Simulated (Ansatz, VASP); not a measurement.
## Two plane-wave programs on Ga

File INCAR:

```
PREC = Accurate
ENCUT = 520
EDIFF = 1E-6
ISMEAR = 0
SIGMA = 0.1
LREAL = F
LASPH = T
NELM = 100
ALGO = Normal
ISIF = 2
LWAVE = F
LCHARG = T
GGA = PE
LELF = T
LVHAR = T
NBANDS = 12
```

KPOINTS

```
Automatic mesh
0
Gamma
  8 8 6
```

The input POSCAR:

```
Ga
1.0
    1.1776430000     -2.3376126500      0.0000000000
    1.1776430000      2.3376126500      0.0000000000
    0.0000000000      0.0000000000      3.4853857600
Ga
1
Direct
    0.5000000000      0.5000000000      0.0000000000
```

Input for Ansatz:

```yaml
crystal:
  lattice:
    - [1.177643, -2.33761265, 0.0]
    - [1.177643, 2.33761265, 0.0]
    - [0.0, 0.0, 3.48538576]
  atoms:
    - { symbol: Ga, position: [0.5, 0.5, 0.0] }
basis:
  ecutwfc: 420
kpoints:
  mp_grid: { grid: [8, 8, 6] }
hamiltonian:
  xc: pbe
scf:
  occupations: { method: gaussian, width: 0.1 }
  lower_state_search: "off"
output:
  forces: true
  stress: true
  eigenvalues: true
```

Alike in both runs: task single point; functional PBE; k mesh 8 × 8 × 6; occupations gaussian, width 0.1 eV; no spin polarisation.

|  | VASP | Ansatz |
| --- | --- | --- |
| version | VASP 6.6.1 | Ansatz 0.2.0 |
| potentials or method | VASP PAW PBE potentials, release 64 (Ga_d), cutoff 520 eV | scalar-relativistic, plane waves, PAW |
| valence electrons in the cell | 13 | 13 |

|  | VASP | Ansatz | Ansatz less VASP |
| --- | --- | --- | --- |
| gap on the k mesh at the Fermi level (eV) | none | none | - |
| pressure (GPa) | 14.0 | 13.9 | -0.17 |
| traceless stress, the component that is largest in VASP (GPa) | -20.64 | -20.43 | +0.214 |

A gap of «none» marks a metal or a gap that the smearing closes. With one functional, cell and mesh, what is left measures potentials, basis and numerics.

The k mesh is coarse, so the values compare programs but aren't converged.
